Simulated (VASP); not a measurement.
Here is a VASP 6.6.1 calculation.

Contents of INCAR:

```
ALGO     = Normal         # electronic algorithm
EDIFF    = 1E-6           # SCF threshold, eV
ENCUT    = 520            # plane-wave cutoff, eV
GGA      = PE             # functional
ISIF     = 2              # what is computed and relaxed
ISMEAR   = -1             # smearing method
LASPH    = True           # aspherical terms in the spheres
LCHARG   = True           # write CHGCAR
LELF     = True           # ELF
LREAL    = False          # projectors in reciprocal space
LVHAR    = True         
LWAVE    = False          # write WAVECAR
NBANDS   = 16             # bands
NELM     = 80             # most SCF steps
PREC     = Accurate       # precision mode
SIGMA    = 0.05           # smearing width, eV
```

The input KPOINTS:

```
k-points
0
Gamma
  7 7 5
```

File POSCAR:

```
Te
1.0
    4.4170839329      0.0000000000      0.0000000000
   -2.2085419665      3.8253068966      0.0000000000
    0.0000000000      0.0000000000      5.8752213542
Te
3
Direct
    0.7310000000      0.7310000000      0.5000000000
    0.0000000000      0.2690000000      0.8333333333
    0.2690000000      0.0000000000      0.1666666667
```

Potentials or basis: VASP PAW PBE potentials, release 64 (Te).

The run is started by

```console
$ cat potpaw_PBE.64/Te/POTCAR > POTCAR
$ mpirun -np 1 vasp_std > vasp.out
```

**Question.** Estimate the largest force.

**Answer.** 0.298 eV/Å.

**Question.** Predict the pressure.

**Answer.** 2.8 GPa.

Stress tensor (GPa, compression positive):
```
2.48 0.00 0.00
0.00 2.48 0.00
0.00 0.00 3.49
```
